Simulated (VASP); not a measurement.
# SnO (zincblende type): single point with PBE

Crystal: SnO (zincblende type).

```xyz
2
Lattice="0.0000 2.7376 2.7376 2.7376 0.0000 2.7376 2.7376 2.7376 0.0000" Properties=species:S:1:pos:R:3 pbc="T T T"
Sn    0.0000    0.0000    0.0000
O     1.3688    1.3688    1.3688
```

```
Program                : VASP 6.6.1
Task                   : single point
Functional             : PBE
Potentials or basis    : VASP PAW PBE potentials, release 64 (Sn_d, O)
Cutoff                 : 520 eV
k mesh                 : 12 × 12 × 12
Occupations            : fermi-dirac, width 0.08 eV
Spin                   : no spin polarisation
Dipole correction      : no
Further INCAR settings : ALGO = Normal; EDIFF = 1e-06; NBANDS = 17
```

```json
{"Pressure": "0.1 GPa", "Band gap on the k mesh": "zero (band 10 reaches 5.73 eV, above the bottom of band 11 at 5.54 eV)"}
```

Levels at points of the mesh, in eV from the Fermi level:
```csv
k point,band 6,band 7,band 8,band 9,band 10,band 11,band 12,band 13,band 14,band 15
"(0.00, 0.00, 0.00)",-18.67,-6.23,-3.46,-3.46,-3.46,4.42,4.42,4.42,8.87,11.42
"(0.50, 0.00, 0.00)",-18.11,-7.76,-3.87,-3.87,-2.34,1.71,4.57,4.57,8.51,10.94
"(0.50, 0.50, 0.00)",-17.96,-7.60,-4.60,-4.60,-0.51,-0.17,5.15,5.15,5.49,10.08
```

Wall time 52 s on 1 thread of Intel Xeon 6975P-C, with other jobs on the host, peak memory 0.2 GiB.

Caveat: spin-orbit coupling is left out, which moves the levels of the heavy elements.
